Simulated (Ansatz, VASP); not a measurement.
**Y in VASP and in Ansatz**

```
Y
1.0
     3.53814    0.00000    0.00000
    -1.76907    3.06412    0.00000
     0.00000    0.00000   11.39366
Y
4
Direct
  0.00000 0.00000 0.00000
  0.33333 0.66667 0.25000
  0.00000 0.00000 0.50000
  0.66667 0.33333 0.75000
```

Alike in both runs: functional PBEsol; k mesh 12 × 12 × 4; occupations gaussian, width 0.1 eV; no spin polarisation.

Ansatz relaxed the structure, and its values are those at the end. VASP's run is a single point on that final structure, the one shown.

|  | VASP | Ansatz |
| --- | --- | --- |
| version | VASP 6.6.1 | Ansatz 0.2.0 |
| potentials or method | VASP PAW PBE potentials, release 64 (Y_sv), cutoff 520 eV | scalar-relativistic, plane waves, PAW |
| valence electrons in the cell | 44 | 44 |

Ansatz gave:

* gap on the k mesh at the Fermi level (eV): none
* pressure (GPa): 0.0

Task: Which values does VASP return?

Result: gap on the k mesh at the Fermi level (eV): none; pressure (GPa): -0.2.

VASP's potentials were made for PBE, not for PBEsol. A gap of «none» marks a metal or a gap that the smearing closes. With one functional, cell and mesh, what is left measures potentials, basis and numerics.
